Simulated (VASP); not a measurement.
A run of VASP 6.6.1:

The input INCAR:

```
SYSTEM = GaN
PREC = Accurate ; ENCUT = 520
EDIFF = 1E-7 ; ISMEAR = 0
SIGMA = 0.01 ; LREAL = .FALSE.
LASPH = .TRUE. ; NELM = 80
ALGO = Normal ; ISIF = 2
LWAVE = .FALSE. ; LCHARG = .FALSE.
GGA = CA ; NBANDS = 46
```

KPOINTS

```
Automatic mesh
0
G
  12 12 4
  0 0 0
```

Contents of POSCAR:

```
GaN
1.0
    3.1816940577      0.0000000000      0.0000000000
   -1.5908470288      2.7554278811      0.0000000000
    0.0000000000      0.0000000000     10.3772901642
Ga N
4 4
Direct
    0.0000000000      0.0000000000     -0.0003613162
    0.3333333333      0.6666666667      0.2499322511
    0.0000000000      0.0000000000      0.4996386838
    0.6666666667      0.3333333333      0.7499322511
    0.0000000000      0.0000000000      0.1876438573
    0.3333333333      0.6666666667      0.4377852078
    0.0000000000      0.0000000000      0.6876438573
    0.6666666667      0.3333333333      0.9377852078
```

Potentials or basis: VASP PAW LDA potentials, release 64 (Ga_d, N).

Command:

```bash
$ cat potpaw_LDA.64/Ga_d/POTCAR potpaw_LDA.64/N/POTCAR > POTCAR
$ mpirun -np 1 vasp_std > vasp.out
```

Hardware: 1 thread of Intel(R) Xeon(R) Platinum 8559C (Emerald Rapids) (shared host).

How long does it take, and how much memory?

Run time: 2.7 min on 1 thread of Intel(R) Xeon(R) Platinum 8559C (Emerald Rapids), on a shared host, peak memory 0.29 GiB. Counts: scf iterations 17, k points 57.
